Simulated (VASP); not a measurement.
Write the native input for VASP 6.6.1 that does the following.

```
Task                               : single point
Functional                         : B3LYP
Potentials or basis                : VASP PAW PBE potentials, release 64 (Ta_pv, N)
Cutoff                             : 520 eV
k mesh                             : 5 × 5 × 5
Occupations                        : fermi-dirac, width 0.05 eV
Spin                               : no spin polarisation
Dipole correction                  : no
Grid for exact exchange (PRECFOCK) : Normal
Further INCAR settings             : ALGO = Normal; EDIFF = 1e-06; NBANDS = 15
```

Crystal: TaN.

```
Ta N
1.0
     2.95853    0.00000    0.00000
    -1.47927    2.56217    0.00000
     0.00000    0.00000    2.90074
Ta N
1 1
Direct
  0.33333 0.66667 0.50000
  0.00000 0.00000 0.00000
```

One way to write it, as run:

POSCAR

```
TaN
1.0
    2.9585333391     -0.0000000029      0.0000000000
   -1.4792666670      2.5621650310      0.0000000000
    0.0000000000      0.0000000000      2.9007431439
Ta N
1 1
Direct
    0.3333333333      0.6666666667      0.5000000000
    0.0000000000      0.0000000000      0.0000000000
```

INCAR.step1

```
SYSTEM = TaN
PREC     = Accurate       ! precision mode
ENCUT    = 520            ! plane-wave cutoff, eV
EDIFF    = 1E-5           ! SCF threshold, eV
ISMEAR   = -1             ! smearing method
SIGMA    = 0.05           ! smearing width, eV
LREAL    = .FALSE.        ! projectors in reciprocal space
LASPH    = .TRUE.         ! aspherical terms in the spheres
NELM     = 100            ! most SCF steps
ALGO     = Normal         ! electronic algorithm
ISIF     = 2              ! what is computed and relaxed
LWAVE    = .TRUE.         ! write WAVECAR
LCHARG   = .FALSE.        ! write CHGCAR
GGA      = PE             ! functional
NBANDS   = 15             ! bands
```

INCAR.step2

```
SYSTEM = TaN
PREC     = Accurate       ! precision mode
ENCUT    = 520            ! plane-wave cutoff, eV
EDIFF    = 1E-6           ! SCF threshold, eV
ISMEAR   = -1             ! smearing method
SIGMA    = 0.05           ! smearing width, eV
LREAL    = .FALSE.        ! projectors in reciprocal space
LASPH    = .TRUE.         ! aspherical terms in the spheres
NELM     = 100            ! most SCF steps
ALGO     = Normal         ! electronic algorithm
ISIF     = 2              ! what is computed and relaxed
LWAVE    = .FALSE.        ! write WAVECAR
LCHARG   = .FALSE.        ! write CHGCAR
GGA      = B3             ! functional
LHFCALC  = .TRUE.         ! exact exchange
AEXX     = 0.2            ! exact-exchange fraction
AGGAX    = 0.72         
AGGAC    = 0.81         
ALDAC    = 0.19         
PRECFOCK = Normal       
ISTART   = 1            
NBANDS   = 15             ! bands
```

KPOINTS

```
regular mesh
0
G
  5 5 5
  0 0 0
```

Potentials or basis: VASP PAW PBE potentials, release 64 (Ta_pv, N).

Command:

```console
$ cat potpaw_PBE.64/Ta_pv/POTCAR potpaw_PBE.64/N/POTCAR > POTCAR
$ cp INCAR.step1 INCAR
$ mpirun -np 1 vasp_std > vasp.out
$ cp INCAR.step2 INCAR
$ mpirun -np 1 vasp_std > vasp.out
```

Results of the run:

```
Pressure : 0.6 GPa
```

Caveat: the k points lie up to 0.49 Å⁻¹ apart; the PAW data sets were made with another functional, which shifts forces and pressure a little.

It took 11 min on 1 thread of AMD EPYC 7R43 64-Core Processor (Zen 3), with other jobs on the host, peak memory 0.12 GiB.
